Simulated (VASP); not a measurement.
# Os4C (Pm-3m) in VASP: notebook

The runs below take Os4C through relaxation of cell and atoms, single point, with PBE.

Everything below comes from runs of VASP 6.6.1. Logs are shortened: lines on timing, memory, paths and dates and some standing lists are left out, and cuts for length are marked.

## Step 1: The cell of the first run

It takes space group Pm-3m (No. 221, cubic). Conventional cell: a = 4.462 Å, b = 4.462 Å, c = 4.462 Å, α = 90.00°, β = 90.00°, γ = 90.00°. Within 3.0 Å of Os (site symmetry 4/mmm) lie 2 C at 2.23 Å. Within 4.2 Å of Os (site symmetry m-3m) lie 12 Os at 3.16 Å and 8 C at 3.86 Å. C (site symmetry m-3m) has 6 Os at 2.23 Å within 3.0 Å.

## Step 2: Relaxation of cell and atoms, PBE

INCAR

```
SYSTEM = Os4C
PREC = Accurate ; ENCUT = 600
EDIFF = 1E-6 ; ISMEAR = 0
SIGMA = 0.1 ; LREAL = .FALSE.
LASPH = .TRUE. ; NELM = 60
ALGO = Normal ; ISIF = 3
LWAVE = .FALSE. ; LCHARG = .FALSE.
GGA = PE ; IBRION = 2
NSW = 90 ; EDIFFG = -0.04
```

KPOINTS

```
regular mesh
0
G
  4 4 4
  0 0 0
```

POSCAR

```
Os4C
1.0
    4.4622872000      0.0000000000      0.0000000000
    0.0000000000      4.4622872000      0.0000000000
    0.0000000000      0.0000000000      4.4622872000
Os C
4 1
Direct
    0.5000000000      0.0000000000      0.0000000000
    0.0000000000      0.5000000000      0.0000000000
    0.0000000000      0.0000000000      0.5000000000
    0.5000000000      0.5000000000      0.5000000000
    0.0000000000      0.0000000000      0.0000000000
```

Potentials or basis: VASP PAW PBE potentials, release 64 (Os, C).

Run with:

```sh
$ cat potpaw_PBE.64/Os/POTCAR potpaw_PBE.64/C/POTCAR > POTCAR
$ mpirun -np 1 vasp_std > vasp.out
```

OUTCAR:

```text
SYSTEM = Os4C
   PREC = Accurate
   ENCUT = 600
   EDIFF = 1E-6
   ISMEAR = 0
   LREAL = .FALSE.
   LASPH = .TRUE.
   NELM = 60
   ISIF = 3
   GGA = PE
   IBRION = 2
   NSW = 90
   EDIFFG = -0.04

 ion  position               nearest neighbor table
   1  0.500  0.000  0.000-   5 2.23   5 2.23   4 3.16   2 3.16   3 3.16   4 3.16   2 3.16   4 3.16
                             4 3.16   2 3.16   3 3.16   3 3.16   3 3.16   2 3.16
   2  0.000  0.500  0.000-   5 2.23   5 2.23   4 3.16   1 3.16   3 3.16   4 3.16   1 3.16   3 3.16
                             3 3.16   3 3.16   1 3.16   4 3.16   4 3.16   1 3.16
   3  0.000  0.000  0.500-   5 2.23   5 2.23   4 3.16   1 3.16   1 3.16   2 3.16   2 3.16   2 3.16
                             4 3.16   2 3.16   1 3.16   4 3.16   1 3.16   4 3.16
   4  0.500  0.500  0.500-   1 3.16   2 3.16   3 3.16   1 3.16   2 3.16   1 3.16   3 3.16   1 3.16
                             2 3.16   3 3.16   2 3.16   3 3.16
   5  0.000  0.000  0.000-   1 2.23   2 2.23   3 2.23   3 2.23   2 2.23   1 2.23

  LATTYP: Found a simple cubic cell.
 ALAT       =     4.4622872000

  Lattice vectors:

 A1 = (   4.4622872000,   0.0000000000,   0.0000000000)
 A2 = (   0.0000000000,   4.4622872000,   0.0000000000)
 A3 = (   0.0000000000,   0.0000000000,   4.4622872000)

Analysis of symmetry for initial positions (statically):
=====================================================================
 Subroutine PRICEL returns:
 Original cell was already a primitive cell.

 Routine SETGRP: Setting up the symmetry group for a
 simple cubic supercell.

 Subroutine GETGRP returns: Found 48 space group operations
[... 9 lines left out ...]

 Routine SETGRP: Setting up the symmetry group for a
 simple cubic supercell.

 Subroutine GETGRP returns: Found 48 space group operations
[... 11 lines left out ...]
                                     Primitive cell

  volume of cell :      88.8531

  direct lattice vectors                    reciprocal lattice vectors
     4.462287200  0.000000000  0.000000000     0.224100322  0.000000000  0.000000000
     0.000000000  4.462287200  0.000000000     0.000000000  0.224100322  0.000000000
     0.000000000  0.000000000  4.462287200     0.000000000  0.000000000  0.224100322

  length of vectors
     4.462287200  4.462287200  4.462287200     0.224100322  0.224100322  0.224100322

  position of ions in fractional coordinates (direct lattice)
     0.500000000  0.000000000  0.000000000
     0.000000000  0.500000000  0.000000000
     0.000000000  0.000000000  0.500000000
     0.500000000  0.500000000  0.500000000
     0.000000000  0.000000000  0.000000000

  ion indices of the primitive-cell ions
   primitive index   ion index
                 1           1
                 2           2
                 3           3
                 4           4
                 5           5

----------------------------------------------------------------------------------------

 KPOINTS: regular mesh

Automatic generation of k-mesh.
 Grid dimensions read from file:
 generate k-points for:    4    4    4

 Generating k-lattice:

  Cartesian coordinates                     Fractional coordinates (reciprocal lattice)
     0.056025081  0.000000000  0.000000000     0.250000000  0.000000000  0.000000000
     0.000000000  0.056025081  0.000000000     0.000000000  0.250000000  0.000000000
     0.000000000  0.000000000  0.056025081     0.000000000  0.000000000  0.250000000

  Length of vectors
     0.056025081  0.056025081  0.056025081

  Shift w.r.t. Gamma in fractional coordinates (k-lattice)
     0.000000000  0.000000000  0.000000000

 Subroutine IBZKPT returns following result:
 ===========================================

 Found     10 irreducible k-points:

 Following reciprocal coordinates:
            Coordinates               Weight
  0.000000  0.000000  0.000000      1.000000
  0.250000  0.000000  0.000000      6.000000
  0.500000  0.000000  0.000000      3.000000
  0.250000  0.250000  0.000000     12.000000
  0.500000  0.250000  0.000000     12.000000
  0.500000  0.500000  0.000000      3.000000
  0.250000  0.250000  0.250000      8.000000
  0.500000  0.250000  0.250000     12.000000
  0.500000  0.500000  0.250000      6.000000
  0.500000  0.500000  0.500000      1.000000
   k-points           NKPTS =     10   k-points in BZ     NKDIM =     10   number of bands    NBANDS=     22
   number of dos      NEDOS =    301   number of ions     NIONS =      5
   total plane-waves  NPLWV =  46656
   dimension x,y,z NGX =    36 NGY =   36 NGZ =   36
   dimension x,y,z NGXF=    72 NGYF=   72 NGZF=   72
   ions per type =               4   1
   NGX,Y,Z   is equivalent  to a cutoff of  13.41, 13.41, 13.41 a.u.
   NGXF,Y,Z  is equivalent  to a cutoff of  26.82, 26.82, 26.82 a.u.
 SYSTEM =  Os4C
   PREC   = accura    normal or accurate (medium, high low for compatibility)
   ISTART =      0    job   : 0-new  1-cont  2-samecut
   ICHARG =      2    charge: 1-file 2-atom 10-const
   ISPIN  =      1    spin polarized calculation?
   LNONCOLLINEAR =      F non collinear calculations
   LSORBIT =      F    spin-orbit coupling
   LASPH  =      T    aspherical Exc in radial PAW
   ENCUT  =  600.0 eV  44.10 Ry    6.64 a.u.   8.91  8.91  8.91*2*pi/ulx,y,z
   NELM   =     60;   NELMIN=  2; NELMDL= -5     # of ELM steps
   EDIFF  = 0.1E-05   stopping-criterion for ELM
   LREAL  =      F    real-space projection
   EDIFFG = -.4E-01   stopping-criterion for IOM
   NSW    =     90    number of steps for IOM
   IBRION =      2    ionic relax: 0-MD 1-quasi-New 2-CG
   NFREE  =      1    steps in history (QN), initial steepest desc. (CG)
   ISIF   =      3    stress and relaxation
   ISYM   =      2    0-nonsym 1-usesym 2-fastsym
   POTIM  = 0.5000    time-step for ionic-motion
   TEBEG  =    0.0;   TEEND  =   0.0 temperature during run
   PSTRESS=    0.0 pullay stress
   NELECT =      36.0000    total number of electrons
   NUPDOWN=      -1.0000    fix difference up-down
   EMIN   =  10.00;   EMAX   =-10.00  energy-range for DOS
   EFERMI =   0.00;   METHOD = LEGACY
   ISMEAR =     0;   SIGMA  =   0.10  broadening in eV -4-tet -1-fermi 0-gaus
   EFERMI_NEDOS =   21; number of points for ismear=-14 and -15
   IALGO  =     38    algorithm
   IMIX   =      4    mixing-type and parameters
     AMIX     =   0.40;   BMIX     =  1.00
     AMIX_MAG =   1.60;   BMIX_MAG =  1.00
  volume/ion in A,a.u.               =      17.77       119.92
  Fermi-wavevector in a.u.,A,eV,Ry     =   1.211392  2.289200 19.966160  1.467471
  Thomas-Fermi vector in A             =   2.346909
   LORBIT       =      0    0 simple, 1 ext, 2 COOP (PROOUT), +10 PAW based schemes
   GGA     = PE    functional components
   LHFCALC =     F    Hartree Fock is set to
   AEXX    =    0.0000 exact exchange contribution
   IVDW    =     0    specifies the selected vdW correction
   LEPSILON=     F    determine dielectric tensor
   LRPA    =     F    only Hartree local field effects (RPA)
 conjugate gradient relaxation of ions
 non-spin polarized calculation
 Gauss-broadening in eV      SIGMA  =   0.10
  energy-cutoff  :      600.00
  volume of cell :       88.85
 maximum number of plane-waves:      3016
 NGX is ok and might be reduce to    36
   NGX = 17   NGY = 17   NGZ = 17

--------------------------------------- Ionic step        1  -------------------------------------------

 number of electron      36.0000010 magnetization

 Free energy of the ion-electron system (eV)
  ---------------------------------------------------
  ext. energy  EPLUGINS =         0.00000000
  ---------------------------------------------------
  free energy    TOTEN  =       -45.58601496 eV

  energy without entropy =      -45.53428002  energy(sigma->0) =      -45.56014749

------------------------ aborting loop because EDIFF is reached ----------------------------------------

  FORCE on cell =-STRESS in cart. coord.  units (eV):
  Direction    XX          YY          ZZ          XY          YZ          ZX
  --------------------------------------------------------------------------------------
  -------------------------------------------------------------------------------------
  Total      -28.5070887    -28.5070887    -28.5070887     -0.0000000     -0.0000000      0.0000000
  in kB     -514.0328734   -514.0328734   -514.0328734     -0.0000000     -0.0000000      0.0000000
  external PRESSURE =    -514.0328734 kB  Pullay stress =       0.0000000 kB
[... 24 lines left out ...]
  energy  without entropy=      -45.5342800220  energy(sigma->0) =      -45.56014749

--------------------------------------- Ionic step        2  -------------------------------------------

 number of electron      35.9999999 magnetization

 E-fermi :  22.0112     XC(G=0): -17.5701

 val. band max:       21.9590515511   @ k =   0.5000   0.5000   0.2500
 cond. band min:      22.0410102342   @ k =   0.5000   0.5000   0.5000
 fundamental gap:      0.0819586831
 Fermi energy:        22.0112399245

 k-point     1 :       0.0000    0.0000    0.0000
  band No.  band energies     occupation
      1      -3.3145      2.00000
      2       5.3703      2.00000
      3       5.7697      2.00000
      4       5.7697      2.00000
      5       5.7698      2.00000
      6       5.7698      2.00000
[... 431 lines left out ...]
  energy  without entropy=      -50.5488403039  energy(sigma->0) =      -50.56804217

--------------------------------------- Ionic step        7  -------------------------------------------

 number of electron      36.0000004 magnetization

 Free energy of the ion-electron system (eV)
  ---------------------------------------------------
  ext. energy  EPLUGINS =         0.00000000
  ---------------------------------------------------
  free energy    TOTEN  =       -50.59947656 eV

  energy without entropy =      -50.56171604  energy(sigma->0) =      -50.58059630

 E-fermi :   8.8903     XC(G=0): -13.5703

 val. band max:        8.8783914233   @ k =   0.2500   0.0000   0.0000
 cond. band min:       8.8933101338   @ k =   0.5000   0.5000   0.2500
 fundamental gap:      0.0149187106
 Fermi energy:         8.8902721079

 k-point     1 :       0.0000    0.0000    0.0000
  band No.  band energies     occupation
      1      -7.3180      2.00000
      2      -0.1094      2.00000
      3       2.3039      2.00000
      4       2.3039      2.00000
      5       2.3484      2.00000
      6       2.3484      2.00000
[... 271 lines left out ...]
  FREE ENERGIE OF THE ION-ELECTRON SYSTEM (eV)
  ---------------------------------------------------
  free  energy   TOTEN  =       -50.5994765609 eV

  energy  without entropy=      -50.5617160353  energy(sigma->0) =      -50.58059630

 reached required accuracy - stopping structural energy minimisation
```

Wall time 1.7 min (1 thread of AMD EPYC 9R45 (Zen 5), shared host); peak memory 0.2 GiB.

Results:

```yaml
Free_energy: -50.5995 eV
Relaxed_volume: 13.17 Å³/atom
Relaxed_cell: a = 4.038 Å, b = 4.038 Å, c = 4.038 Å, α = 90.00°, β = 90.00°, γ = 90.00°
Space_group_after_relaxing_to_0.05_Å: Pm-3m (No. 221)
Energy_gained_by_relaxing: 1002.7 meV/atom
Ionic_steps: 7
Pressure_after_relaxing: -0.4 GPa
Band_gap_on_the_k_mesh: zero (band 18 reaches 10.28 eV, above the bottom of band 19 at 8.11 eV)
```

The path:
```csv
step,energy change (eV),largest force (eV/Å),pressure (GPa),volume (Å³)
1,0.0000,0.0000,-51.40,88.85
2,55.0166,0.0000,1103.82,33.85
3,-2.3578,0.0000,-45.03,81.10
4,-3.7243,0.0000,-35.96,75.75
5,-4.7902,0.0000,21.96,62.33
6,-5.0012,0.0000,-4.52,66.63
7,-5.0135,0.0000,-0.39,65.84
```

Final structure:
```cif
data_structure
_symmetry_space_group_name_H-M 'P 1'
_symmetry_Int_Tables_number 1
_cell_length_a 4.0379
_cell_length_b 4.0379
_cell_length_c 4.0379
_cell_angle_alpha 90.000
_cell_angle_beta 90.000
_cell_angle_gamma 90.000
_cell_volume 65.84
loop_
_atom_site_label
_atom_site_type_symbol
_atom_site_fract_x
_atom_site_fract_y
_atom_site_fract_z
_atom_site_occupancy
Os1 Os 0.50000 0.00000 0.00000 1
Os2 Os 0.00000 0.50000 0.00000 1
Os3 Os 0.00000 0.00000 0.50000 1
Os4 Os 0.50000 0.50000 0.50000 1
C1 C 0.00000 0.00000 0.00000 1
```

Caveat: the volume moved by over 15 % at a fixed basis, so the end points are rough; spin-orbit coupling is left out, which moves the levels of the heavy elements.

## Step 3: Single point, PBE

This run uses another cell than the first one, of 13.07 Å³/atom, 0.735 times its volume.

INCAR

```
PREC     = Accurate       # precision mode
ENCUT    = 520            # plane-wave cutoff, eV
EDIFF    = 1E-7           # SCF threshold, eV
ISMEAR   = 0              # smearing method
SIGMA    = 0.1            # smearing width, eV
LREAL    = False          # projectors in reciprocal space
LASPH    = True           # aspherical terms in the spheres
NELM     = 60             # most SCF steps
ALGO     = Normal         # electronic algorithm
ISIF     = 2              # what is computed and relaxed
LWAVE    = False          # write WAVECAR
LCHARG   = False          # write CHGCAR
GGA      = PE             # functional
NBANDS   = 26             # bands
```

KPOINTS

```
Automatic mesh
0
Gamma
  10 10 10
```

POSCAR, as its differences from that of step 2:

```diff
@@ -2,5 +2,5 @@
 1.0
-    4.4622872000      0.0000000000      0.0000000000
-    0.0000000000      4.4622872000      0.0000000000
-    0.0000000000      0.0000000000      4.4622872000
+    4.0277776340      0.0000000000      0.0000000000
+    0.0000000000      4.0277776340      0.0000000000
+    0.0000000000      0.0000000000      4.0277776340
 Os C
```

Potentials or basis: VASP PAW PBE potentials, release 64 (Os, C).

Run with:

```sh
$ cat potpaw_PBE.64/Os/POTCAR potpaw_PBE.64/C/POTCAR > POTCAR
$ mpirun -np 1 vasp_std > vasp.out
```

Run time: 52 s. Hardware: 1 thread of AMD EPYC 9R45 (Zen 5), shared host; peak memory 0.19 GiB.

Results (log left out):

| Item | Value |
| --- | --- |
| Free energy | -50.7154 eV |
| Pressure | 1.6 GPa |
| Band gap on the k mesh | zero (band 18 reaches 10.28 eV, above the bottom of band 19 at 8.21 eV) |

Levels at points of the mesh, in eV from the Fermi level:
```
           k point  band 14  band 15  band 16  band 17  band 18  band 19  band 20  band 21  band 22  band 23
(0.00, 0.00, 0.00)    -1.33    -1.33     1.07     1.07     1.37     1.49     1.49     1.49     2.20     2.20
(0.50, 0.00, 0.00)    -1.64    -1.41    -1.41    -1.37    -1.22    -0.69     0.63     1.14     1.14     1.49
(0.50, 0.50, 0.00)    -3.15    -1.67    -1.19    -1.14    -0.67    -0.67    -0.61     1.96     2.08     2.08
(0.50, 0.50, 0.50)    -0.75    -0.75    -0.75     0.72     0.72     0.72     1.12     1.12     1.12     1.63
```

Caveat: spin-orbit coupling is left out, which moves the levels of the heavy elements.

## Step 4: Single point, PBE

This run uses another cell than the first one, of 13.10 Å³/atom, 0.737 times its volume.

INCAR

```
ALGO = Normal
EDIFF = 1E-6
ENCUT = 600
GGA = PE
GGA_COMPAT = False
ISIF = 2
ISMEAR = 0
LASPH = True
LCHARG = True
LELF = True
LREAL = False
LVHAR = True
LWAVE = False
NBANDS = 42
NELM = 120
PREC = Accurate
SIGMA = 0.1
```

KPOINTS

```
k-points
0
Gamma
  4 4 4
```

POSCAR, as its differences from that of step 3:

```diff
@@ -2,5 +2,5 @@
 1.0
-    4.0277776340      0.0000000000      0.0000000000
-    0.0000000000      4.0277776340      0.0000000000
-    0.0000000000      0.0000000000      4.0277776340
+    4.0308998721      0.0000000000      0.0000000000
+    0.0000000000      4.0308998721      0.0000000000
+    0.0000000000      0.0000000000      4.0308998721
 Os C
```

Potentials or basis: VASP PAW PBE potentials, release 64 (Os_sv_GW, C).

Run with:

```sh
$ cat potpaw_PBE.64/Os_sv_GW/POTCAR potpaw_PBE.64/C/POTCAR > POTCAR
$ mpirun -np 1 vasp_std > vasp.out
```

Run time: 19 s. Hardware: 1 thread of Intel Xeon 6975P-C (Granite Rapids), shared host; peak memory 0.19 GiB.

It converged, with:

```yaml
Free_energy: -55.1663 eV
Pressure: -0.6 GPa
Band_gap_on_the_k_mesh: zero (band 34 reaches 13.96 eV, above the bottom of band 35 at 11.92 eV)
```

Levels at points of the mesh, in eV from the Fermi level:
| k point | band 31 | band 32 | band 33 | band 34 | band 35 | band 36 | band 37 | band 38 |
| --- | --- | --- | --- | --- | --- | --- | --- | --- |
| (0.00, 0.00, 0.00) | -1.37 | 1.00 | 1.00 | 1.27 | 1.44 | 1.44 | 1.44 | 2.11 |
| (0.50, 0.00, 0.00) | -1.50 | -1.50 | -1.45 | -1.33 | -0.78 | 0.53 | 1.06 | 1.06 |
| (0.50, 0.50, 0.00) | -1.78 | -1.26 | -1.23 | -0.76 | -0.76 | -0.73 | 1.91 | 2.00 |
| (0.50, 0.50, 0.50) | -0.88 | -0.88 | 0.66 | 0.66 | 0.66 | 1.05 | 1.05 | 1.05 |

Caveat: the k points lie up to 0.39 Å⁻¹ apart; spin-orbit coupling is left out, which moves the levels of the heavy elements.

## Step 5: The runs side by side

| task | potentials or basis | cell | k mesh | cutoff (eV) | second run | gap on the mesh (eV) | pressure (GPa) |
| --- | --- | --- | --- | --- | --- | --- | --- |
| relaxation of cell and atoms | VASP PAW PBE potentials, release 64 (Os, C) | relaxed from a = 4.462 Å, 5 atoms | 4 × 4 × 4 | 600 | - | none | -0.4 |
| single point | VASP PAW PBE potentials, release 64 (Os, C) | a = 4.028 Å, 5 atoms | 10 × 10 × 10 | 520 | - | none | 1.6 |
| single point | VASP PAW PBE potentials, release 64 (Os_sv_GW, C) | a = 4.031 Å, 5 atoms | 4 × 4 × 4 | 600 | valence_matched | none | -0.6 |

Alike in all rows: level PBE; no spin polarisation; smearing gaussian 0.1 eV.

Caveats: some runs use coarse meshes; spin-orbit coupling is left out, which moves the levels of the heavy elements; the volume moved by over 15 % at a fixed basis, so the end points are rough (some runs).

Absolute energies hang on the potentials; compare differences alone.
